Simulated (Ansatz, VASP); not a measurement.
## Two plane-wave programs on Si2Mo

```
Si Mo
1.0
    -1.54415    1.54415    3.93661
     1.54415   -1.54415    3.93661
     1.54415    1.54415   -3.93661
Si Mo
2 1
Direct
  0.33510 0.29811 0.96301
  0.66490 0.70189 0.03699
  0.00000 0.00000 0.00000
```

Change from the starting cell: mode 7 frozen in at -0.119 Å, equal normal strain along x and y -0.0400.

Alike in both runs: task single point; functional PBE; k mesh 18 × 18 × 18; occupations gaussian, width 0.15 eV; no spin polarisation.

```csv
,VASP,Ansatz
version,VASP 6.6.1,Ansatz 0.2.0
potentials or method,"VASP PAW PBE potentials, release 64 (Si, Mo_sv), cutoff 520 eV","scalar-relativistic, plane waves, PAW"
valence electrons in the cell,22,22
```

```csv
,VASP,Ansatz,Ansatz less VASP
gap on the k mesh at the Fermi level (eV),none,none,-
pressure (GPa),22.0,21.8,-0.17
"traceless stress, the component that is largest in VASP (GPa)",-10.06,-10.03,+0.026
rms of the force components (eV/Å),0.785,0.786,+0.0010
```

Atom by atom the forces differ by 0.005 eV/Å (rms over components). A gap of «none» marks a metal or a gap that the smearing closes.
